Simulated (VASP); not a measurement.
# Rh (P6_3/mmc) in VASP: further runs

Runs on Rh. Level: PBE. Tasks: single point.

All numbers are computed with VASP 6.6.1; they aren't measurements. Logs are shortened: lines on timing, memory, paths and dates and some standing lists are left out, and cuts for length are marked.

## Step 1: The cell of the first run

The structure is hexagonal, space group P6_3/mmc (No. 194). The conventional cell has a = 2.780 Å, b = 2.780 Å, c = 4.465 Å, α = 90.00°, β = 90.00°, γ = 120.00°. Rh (site symmetry -6m2) has 12 Rh at 2.75 to 2.78 Å within 3.6 Å.

This isn't the form of Rh at room conditions, which is fcc.

## Step 2: Single point, PBE (14.94 Å³/atom)

INCAR

```
SYSTEM = Rh
PREC = Accurate
ENCUT = 520
EDIFF = 1E-7
ISMEAR = 0
SIGMA = 0.1
LREAL = .False.
LASPH = .True.
NELM = 100
ALGO = Fast
ISIF = 2
LWAVE = .False.
LCHARG = .True.
GGA = PE
LELF = .True.
LVHAR = .True.
NBANDS = 22
```

KPOINTS

```
regular mesh
0
Gamma
  18 18 10
  0 0 0
```

POSCAR

```
Rh
1.0
    2.7801091975      0.0000000000      0.0000000000
   -1.3900545987      2.4076451903      0.0000000000
    0.0000000000      0.0000000000      4.4647995740
Rh
2
Direct
    0.6666666667      0.3333333333      0.7500000000
    0.3333333333      0.6666666667      0.2500000000
```

Potentials or basis: VASP PAW PBE potentials, release 64 (Rh_pv).

Launch:

```
$ cat potpaw_PBE.64/Rh_pv/POTCAR > POTCAR
$ mpirun -np 1 vasp_std > vasp.out
```

OUTCAR:

```text
SYSTEM = Rh
   PREC = Accurate
   ENCUT = 520
   EDIFF = 1E-7
   ISMEAR = 0
   LREAL = .False.
   LASPH = .True.
   NELM = 100
   ISIF = 2
   GGA = PE

 ion  position               nearest neighbor table
   1  0.667  0.333  0.750-   2 2.75   2 2.75   2 2.75   2 2.75   2 2.75   2 2.75
   2  0.333  0.667  0.250-   1 2.75   1 2.75   1 2.75   1 2.75   1 2.75   1 2.75

  LATTYP: Found a hexagonal cell.
 ALAT       =     2.7801091975
 C/A-ratio  =     1.6059799299

  Lattice vectors:

 A1 = (   2.7801091975,   0.0000000000,   0.0000000000)
 A2 = (  -1.3900545987,   2.4076451903,   0.0000000000)
 A3 = (   0.0000000000,   0.0000000000,   4.4647995740)

Analysis of symmetry for initial positions (statically):
=====================================================================
 Subroutine PRICEL returns:
 Original cell was already a primitive cell.

 Routine SETGRP: Setting up the symmetry group for a
 hexagonal supercell.

 Subroutine GETGRP returns: Found 24 space group operations
 (whereof 12 operations were pure point group operations)
 out of a pool of 24 trial point group operations.

The static configuration has the point symmetry D_3d.
 The point group associated with its full space group is D_6h.

Analysis of symmetry for dynamics (positions and initial velocities):
=====================================================================
 Subroutine PRICEL returns:
 Original cell was already a primitive cell.

 Routine SETGRP: Setting up the symmetry group for a
 hexagonal supercell.

 Subroutine GETGRP returns: Found 24 space group operations
 (whereof 12 operations were pure point group operations)
 out of a pool of 24 trial point group operations.

The dynamic configuration has the point symmetry D_3d.
 The point group associated with its full space group is D_6h.

 Subroutine INISYM returns: Found 24 space group operations
 (whereof 12 operations are pure point group operations),
 and found     1 'primitive' translations

----------------------------------------------------------------------------------------

                                     Primitive cell

  volume of cell :      29.8852

  direct lattice vectors                    reciprocal lattice vectors
     2.780109197  0.000000000  0.000000000     0.359698101  0.207671796  0.000000000
    -1.390054599  2.407645190  0.000000000     0.000000000  0.415343591  0.000000000
     0.000000000  0.000000000  4.464799574     0.000000000  0.000000000  0.223974220

  length of vectors
     2.780109197  2.780109197  4.464799574     0.415343591  0.415343591  0.223974220

  position of ions in fractional coordinates (direct lattice)
     0.666666667  0.333333333  0.750000000
     0.333333333  0.666666667  0.250000000

  ion indices of the primitive-cell ions
   primitive index   ion index
                 1           1
                 2           2

----------------------------------------------------------------------------------------

 KPOINTS: regular mesh

Automatic generation of k-mesh.
 Grid dimensions read from file:
 generate k-points for:   18   18   10

 Generating k-lattice:

  Cartesian coordinates                     Fractional coordinates (reciprocal lattice)
     0.019983228  0.011537322  0.000000000     0.055555556  0.000000000  0.000000000
     0.000000000  0.023074644  0.000000000     0.000000000  0.055555556  0.000000000
     0.000000000  0.000000000  0.022397422     0.000000000  0.000000000  0.100000000

  Length of vectors
     0.023074644  0.023074644  0.022397422

  Shift w.r.t. Gamma in fractional coordinates (k-lattice)
     0.000000000  0.000000000  0.000000000

 Subroutine IBZKPT returns following result:
 ===========================================

 Found    222 irreducible k-points:

 Following reciprocal coordinates:
            Coordinates               Weight
  0.000000  0.000000  0.000000      1.000000
  0.055556 -0.000000  0.000000      6.000000
  0.111111 -0.000000  0.000000      6.000000
  0.166667 -0.000000  0.000000      6.000000
  0.222222 -0.000000  0.000000      6.000000
  0.277778 -0.000000  0.000000      6.000000
[... 16 lines left out ...]
  0.333333  0.111111  0.000000     12.000000
  0.388889  0.111111  0.000000     12.000000
 [... further k-points ...]
   k-points           NKPTS =    222   k-points in BZ     NKDIM =    222   number of bands    NBANDS=     22
   number of dos      NEDOS =    301   number of ions     NIONS =      2
   total plane-waves  NPLWV =  20736
   dimension x,y,z NGX =    24 NGY =   24 NGZ =   36
   dimension x,y,z NGXF=    48 NGYF=   48 NGZF=   72
   ions per type =               2
   NGX,Y,Z   is equivalent  to a cutoff of  14.35, 14.35, 13.40 a.u.
   NGXF,Y,Z  is equivalent  to a cutoff of  28.70, 28.70, 26.81 a.u.
 SYSTEM =  Rh
   PREC   = accura    normal or accurate (medium, high low for compatibility)
   ISTART =      0    job   : 0-new  1-cont  2-samecut
   ICHARG =      2    charge: 1-file 2-atom 10-const
   ISPIN  =      1    spin polarized calculation?
   LNONCOLLINEAR =      F non collinear calculations
   LSORBIT =      F    spin-orbit coupling
   LASPH  =      T    aspherical Exc in radial PAW
   ENCUT  =  520.0 eV  38.22 Ry    6.18 a.u.   5.17  5.17  8.30*2*pi/ulx,y,z
   NELM   =    100;   NELMIN=  2; NELMDL= -5     # of ELM steps
   EDIFF  = 0.1E-06   stopping-criterion for ELM
   LREAL  =      F    real-space projection
   EDIFFG = 0.1E-05   stopping-criterion for IOM
   NSW    =      0    number of steps for IOM
   IBRION =     -1    ionic relax: 0-MD 1-quasi-New 2-CG
   NFREE  =      0    steps in history (QN), initial steepest desc. (CG)
   ISIF   =      2    stress and relaxation
   ISYM   =      2    0-nonsym 1-usesym 2-fastsym
   POTIM  = 0.5000    time-step for ionic-motion
   TEBEG  =    0.0;   TEEND  =   0.0 temperature during run
   PSTRESS=    0.0 pullay stress
   NELECT =      30.0000    total number of electrons
   NUPDOWN=      -1.0000    fix difference up-down
   EMIN   =  10.00;   EMAX   =-10.00  energy-range for DOS
   EFERMI =   0.00;   METHOD = LEGACY
   ISMEAR =     0;   SIGMA  =   0.10  broadening in eV -4-tet -1-fermi 0-gaus
   EFERMI_NEDOS =   21; number of points for ismear=-14 and -15
   IALGO  =     68    algorithm
   IMIX   =      4    mixing-type and parameters
     AMIX     =   0.40;   BMIX     =  1.00
     AMIX_MAG =   1.60;   BMIX_MAG =  1.00
  volume/ion in A,a.u.               =      14.94       100.84
  Fermi-wavevector in a.u.,A,eV,Ry     =   1.639192  3.097624 36.558178  2.686950
  Thomas-Fermi vector in A             =   2.730039
   LORBIT       =      0    0 simple, 1 ext, 2 COOP (PROOUT), +10 PAW based schemes
   GGA     = PE    functional components
   LHFCALC =     F    Hartree Fock is set to
   AEXX    =    0.0000 exact exchange contribution
   IVDW    =     0    specifies the selected vdW correction
   LEPSILON=     F    determine dielectric tensor
   LRPA    =     F    only Hartree local field effects (RPA)
 non-spin polarized calculation
 RMM-DIIS sequential band-by-band and
 Gauss-broadening in eV      SIGMA  =   0.10
  energy-cutoff  :      520.00
  volume of cell :       29.89
 maximum number of plane-waves:       817
 NGX is ok and might be reduce to    24
   NGX = 11   NGY = 11   NGZ = 17

 number of electron      30.0000002 magnetization

 Free energy of the ion-electron system (eV)
  ---------------------------------------------------
  ext. energy  EPLUGINS =         0.00000000
  ---------------------------------------------------
  free energy    TOTEN  =       -14.38087885 eV

  energy without entropy =      -14.36241515  energy(sigma->0) =      -14.37164700

 E-fermi :  10.5286     XC(G=0): -13.4993

 val. band max:       10.5257522401   @ k =   0.0000   0.0000   0.3000
 cond. band min:      10.5287336979   @ k =   0.3333   0.0556   0.2000
 fundamental gap:      0.0029814577
 Fermi energy:        10.5286017394

 k-point     1 :       0.0000    0.0000    0.0000
  band No.  band energies     occupation
      1     -36.3649      2.00000
      2     -35.8586      2.00000
      3     -35.8586      2.00000
      4     -35.7948      2.00000
      5     -35.7739      2.00000
      6     -35.7739      2.00000
[... 14 lines left out ...]
     21      28.6416      0.00000
     22      29.0571      0.00000

 k-point     2 :       0.0556   -0.0000    0.0000
  band No.  band energies     occupation
      1     -36.3595      2.00000
      2     -35.8705      2.00000
      3     -35.8626      2.00000
      4     -35.7972      2.00000
      5     -35.7863      2.00000
      6     -35.7758      2.00000
[... 14 lines left out ...]
     21      28.7501      0.00000
     22      29.0848      0.00000

 k-point     3 :       0.1111   -0.0000    0.0000
  band No.  band energies     occupation
      1     -36.3437      2.00000
      2     -35.9045      2.00000
      3     -35.8738      2.00000
      4     -35.8216      2.00000
      5     -35.8043      2.00000
      6     -35.7813      2.00000
[... 14 lines left out ...]
     21      28.8054      0.00000
     22      29.0345      0.00000

 k-point     4 :       0.1667   -0.0000    0.0000
  band No.  band energies     occupation
      1     -36.3185      2.00000
      2     -35.9568      2.00000
      3     -35.8906      2.00000
      4     -35.8752      2.00000
      5     -35.8162      2.00000
      6     -35.7901      2.00000
[... 14 lines left out ...]
     21      28.5897      0.00000
     22      28.6697      0.00000

 k-point     5 :       0.2222   -0.0000    0.0000
  band No.  band energies     occupation
      1     -36.2855      2.00000
      2     -36.0211      2.00000
      3     -35.9399      2.00000
      4     -35.9107      2.00000
      5     -35.8329      2.00000
      6     -35.8012      2.00000
[... 14 lines left out ...]
     21      27.2895      0.00000
     22      28.1715      0.00000

 k-point     6 :       0.2778   -0.0000    0.0000
  band No.  band energies     occupation
      1     -36.2470      2.00000
      2     -36.0897      2.00000
      3     -36.0075      2.00000
      4     -35.9318      2.00000
      5     -35.8540      2.00000
      6     -35.8135      2.00000
[... 14 lines left out ...]
     21      25.9945      0.00000
     22      27.0944      0.00000

 k-point     7 :       0.3333   -0.0000    0.0000
  band No.  band energies     occupation
      1     -36.2059      2.00000
      2     -36.1543      2.00000
      3     -36.0701      2.00000
      4     -35.9512      2.00000
      5     -35.8787      2.00000
      6     -35.8252      2.00000
[... 324 lines left out ...]
      6     -35.8204      2.00000
[... 14 lines left out ...]
     21      25.1788      0.00000
     22      27.9906      0.00000

 k-point    21 :       0.2222    0.1111    0.0000
  band No.  band energies     occupation
      1     -36.2343      2.00000
      2     -36.0878      2.00000
      3     -36.0388      2.00000
      4     -35.9312      2.00000
      5     -35.8613      2.00000
      6     -35.8370      2.00000
[... 14 lines left out ...]
     21      24.2036      0.00000
     22      27.0703      0.00000

 k-point    22 :       0.2778    0.1111    0.0000
  band No.  band energies     occupation
      1     -36.1939      2.00000
      2     -36.1475      2.00000
      3     -36.0834      2.00000
      4     -35.9608      2.00000
      5     -35.8862      2.00000
      6     -35.8520      2.00000
[... 14 lines left out ...]
     21      23.2499      0.00000
     22      26.2454      0.00000

 k-point    23 :       0.3333    0.1111    0.0000
  band No.  band energies     occupation
      1     -36.1966      2.00000
      2     -36.1547      2.00000
      3     -36.1192      2.00000
      4     -35.9847      2.00000
      5     -35.9129      2.00000
      6     -35.8640      2.00000
[... 14 lines left out ...]
     21      22.4293      0.00000
     22      25.4914      0.00000

 k-point    24 :       0.3889    0.1111    0.0000
  band No.  band energies     occupation
      1     -36.2286      2.00000
      2     -36.1426      2.00000
      3     -36.1231      2.00000
      4     -36.0001      2.00000
      5     -35.9363      2.00000
      6     -35.8718      2.00000
[... 14 lines left out ...]
     21      21.8586      0.00000
     22      24.7668      0.00000

 [... further k-points ...]
[... 5 lines left out ...]
  --------------------------------------------------------------------------------------
  -------------------------------------------------------------------------------------
  Total       -2.3723964     -2.3723964     -2.3658625     -0.0000000     -0.0000000      0.0000000
  in kB     -127.1866496   -127.1866496   -126.8363601     -0.0000000     -0.0000000      0.0000000
  external PRESSURE =    -127.0698864 kB  Pullay stress =       0.0000000 kB

 VOLUME and BASIS-vectors are now :
 -----------------------------------------------------------------------------
  energy-cutoff  :      520.00
  volume of cell :       29.89
      direct lattice vectors                 reciprocal lattice vectors
     2.780109197  0.000000000  0.000000000     0.359698101  0.207671796  0.000000000
    -1.390054599  2.407645190  0.000000000     0.000000000  0.415343591  0.000000000
     0.000000000  0.000000000  4.464799574     0.000000000  0.000000000  0.223974220

 POSITION                                       TOTAL-FORCE (eV/Angst)
 -----------------------------------------------------------------------------------
      1.39005      0.80255      3.34860         0.000000      0.000000      0.000000
     -0.00000      1.60510      1.11620         0.000000     -0.000000      0.000000
 -----------------------------------------------------------------------------------
    total drift:                                0.000000     -0.000000      0.000000

  FREE ENERGIE OF THE ION-ELECTRON SYSTEM (eV)
  ---------------------------------------------------
  free  energy   TOTEN  =       -14.3808788514 eV

  energy  without entropy=      -14.3624151525  energy(sigma->0) =      -14.37164700
```

It took 4.1 min on 1 thread of Intel Xeon 8259CL, shared host; peak memory 0.24 GiB.

Results:

| Quantity | Value |
| --- | --- |
| Free energy | -14.3809 eV |
| Pressure | -12.7 GPa |
| Band gap on the k mesh | zero (bands 15 and 16 overlap by 2.10 eV) |

Levels at points of the mesh, in eV from the Fermi level:
```
           k point  band 11  band 12  band 13  band 14  band 15  band 16  band 17  band 18  band 19  band 20
(0.00, 0.00, 0.00)    -2.66    -2.20    -2.20    -1.73    -1.73     0.11     0.11     0.89     7.93    15.80
(0.50, 0.00, 0.00)    -2.36    -1.96    -1.92     0.33     0.55     0.60     2.76     4.70     9.77    10.24
(0.00, 0.00, 0.50)    -2.78    -2.78    -2.78    -2.78    -0.40    -0.40    -0.40    -0.40    14.51    14.51
(0.50, 0.00, 0.50)    -1.49    -1.49    -0.26    -0.26     0.50     0.50     2.56     2.56     8.53     8.53
```

Caveat: the cell stands under tension.

[end of part 1 of 2]
